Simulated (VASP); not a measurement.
A run of VASP 6.6.1 is set up as follows.

File INCAR:

```
PREC = Accurate ; ENCUT = 520
EDIFF = 1E-7 ; ISMEAR = 0
SIGMA = 0.05 ; LREAL = F
LASPH = T ; NELM = 100
ALGO = Normal ; ISIF = 2
LWAVE = F ; LCHARG = F
GGA = PS ; NBANDS = 14
```

File KPOINTS:

```
regular mesh
0
Gamma
  8 8 8
```

POSCAR

```
NaCl
1.0
    0.0000000000      2.8317500000      2.8317500000
    2.8317500000      0.0000000000      2.8317500000
    2.8317500000      2.8317500000      0.0000000000
Na Cl
1 1
Direct
    0.0000000000      0.0000000000      0.0000000000
    0.4906360010      0.5093639990      0.5000000000
```

Potentials or basis: VASP PAW PBE potentials, release 64 (Na_pv, Cl).

Command:

```console
$ cat potpaw_PBE.64/Na_pv/POTCAR potpaw_PBE.64/Cl/POTCAR > POTCAR
$ mpirun -np 1 vasp_std > vasp.out
```

(1) What does it give for the largest force?

(2) Predict the pressure.

(3) What does it give for the band gap on the k mesh?

Results:

(1) 0.046 eV/Å.

(2) -0.8 GPa.

(3) 4.89 eV, direct.

Caveat: the cell differs from its parent crystal (all Cl atoms moved +0.037 Å, as atom 2 along Cartesian [1 -1 0]); the PAW data sets were made with another functional, which shifts forces and pressure a little.
